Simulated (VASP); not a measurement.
## Ta3Cu: single point with LDA

Ta3Cu:

```
Ta Cu
1.0
    -1.97939    1.97939    4.15130
     1.97939   -1.97939    4.15130
     1.97939    1.97939   -4.15130
Ta Cu
3 1
Direct
  0.50000 0.50000 0.00000
  0.25000 0.75000 0.50000
  0.75000 0.25000 0.50000
  0.00000 0.00000 0.00000
```

```
Program                : VASP 6.6.1
Task                   : single point
Functional             : LDA
Potentials or basis    : VASP PAW LDA potentials, release 64 (Ta_pv, Cu)
Cutoff                 : 520 eV
k mesh                 : 9 × 9 × 9
Occupations            : fermi-dirac, width 0.05 eV
Spin                   : no spin polarisation
Dipole correction      : no
Further INCAR settings : ALGO = Fast; EDIFF = 1e-06; NBANDS = 30
```

* Pressure: -3.5 GPa
* Band gap on the k mesh: zero (bands 22 and 23 overlap by 1.45 eV)

Stress tensor (GPa, compression positive):
```
-3.07  0.00  0.00
 0.00 -3.07  0.00
 0.00  0.00 -4.23
```

Levels at points of the mesh, in eV from the Fermi level:
```tsv
k point	band 20	band 21	band 22	band 23	band 24	band 25
(0.00, 0.00, 0.00)	-1.73	-0.20	-0.20	0.05	2.25	2.30
```

It took 11 min on 1 thread of Intel Xeon 8259CL (shared host), peak memory 0.28 GiB.

Caveat: the cell stands under tension; spin-orbit coupling is left out, which moves the levels of the heavy elements.
